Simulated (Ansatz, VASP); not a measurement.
## B in VASP and in Ansatz

```
CELL_PARAMETERS angstrom
2.99161 0.00000 0.00000
-1.49580 2.59081 0.00000
0.00000 0.00000 4.07513
ATOMIC_POSITIONS crystal
B 0.00000 0.00000 0.25000
B 0.00000 0.00000 0.75000
B 0.33333 0.66667 0.75000
B 0.66667 0.33333 0.25000
```

Alike in both runs: functional r2SCAN; k mesh 18 × 18 × 12; occupations gaussian, width 0.1 eV; no spin polarisation.

Ansatz relaxed the structure, and its values are those at the end. VASP's run is a single point on that final structure, the one shown.

```csv
,VASP,Ansatz
version,VASP 6.6.1,Ansatz 0.2.0
potentials or method,"VASP PAW PBE potentials, release 64 (B), cutoff 520 eV","scalar-relativistic, plane waves, PAW"
valence electrons in the cell,12,12
```

|  | VASP | Ansatz | Ansatz less VASP |
| --- | --- | --- | --- |
| gap on the k mesh at the Fermi level (eV) | none | none | - |
| pressure (GPa) | 0.0 | 0.0 | +0.01 |

VASP's potentials were made for PBE, not for r2SCAN. A gap of «none» marks a metal or a gap that the smearing closes. With one functional, cell and mesh, what is left measures potentials, basis and numerics.
